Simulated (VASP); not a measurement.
Here is a VASP 6.6.1 calculation.

File INCAR:

```
SYSTEM = CdS
ALGO = Normal
EDIFF = 1E-7
ENCUT = 520
GGA = PE
ISIF = 2
ISMEAR = -1
LASPH = .TRUE.
LCHARG = .FALSE.
LREAL = .FALSE.
LWAVE = .FALSE.
NBANDS = 16
NELM = 60
PREC = Accurate
SIGMA = 0.02
```

KPOINTS

```
k-points
0
G
  8 8 8
  0 0 0
```

The input POSCAR:

```
CdS
1.0
    0.0783790623      3.0175938988      3.0175938988
    3.0175938988      0.0783790623      3.0175938988
    3.0175938988      3.0175938988      0.0783790623
Cd S
1 1
Direct
    0.0024257561      0.0024257561      0.0024257561
    0.2475742439      0.2475742439      0.2475742439
```

Potentials or basis: VASP PAW PBE potentials, release 64 (Cd, S).

The run is started by

```sh
$ cat potpaw_PBE.64/Cd/POTCAR potpaw_PBE.64/S/POTCAR > POTCAR
$ mpirun -np 1 vasp_std > vasp.out
```

**Question.** Predict the band gap on the k mesh.

**Answer.** 0.94 eV, direct.

**Question.** What does it give for the pressure?

**Answer.** -0.5 GPa.

**Question.** Estimate the largest force.

**Answer.** 0.006 eV/Å.

Forces on the atoms (eV/Å):
```
Cd   0.003  0.003  0.003
S   -0.003 -0.003 -0.003
```

Caveat: the cell differs from its parent crystal (strain along [111] +4.0%).
